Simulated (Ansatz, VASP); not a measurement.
## One calculation of Na4Pd, two programs

```xyz
5
Lattice="5.5648 0.0000 0.0000 0.0000 5.5648 0.0000 0.0000 0.0000 5.5648" Properties=species:S:1:pos:R:3 pbc="T T T"
Na    2.7824    0.0000    0.0000
Na    0.0000    2.7824    0.0000
Na    0.0000    0.0000    2.7824
Na    2.7824    2.7824    2.7824
Pd    0.0000    0.0000    0.0000
```

Alike in both runs: task relaxation of cell and atoms; functional PBE; k mesh 8 × 8 × 8; occupations gaussian, width 0.1 eV; no spin polarisation.

|  | VASP | Ansatz |
| --- | --- | --- |
| version | VASP 6.6.1 | Ansatz 0.2.0 |
| potentials or method | VASP PAW PBE potentials, release 64 (Na_pv, Pd), cutoff 600 eV | scalar-relativistic, plane waves, PAW |
| valence electrons in the cell | 38 | 54 |

|  | VASP | Ansatz | Ansatz less VASP |
| --- | --- | --- | --- |
| gap on the k mesh at the Fermi level, each at its own relaxed structure (eV) | none | none | - |
| relaxed volume (Å³/atom) | 34.44 | 34.47 | +0.028 |
| relaxed cell length with the largest relative difference (Å) | 5.563 | 5.565 | +0.0015 |

A gap of «none» marks a metal or a gap that the smearing closes. VASP's potentials hold 38 valence electrons a cell and Ansatz's 54, so a difference there can come from the potentials and not from the codes.
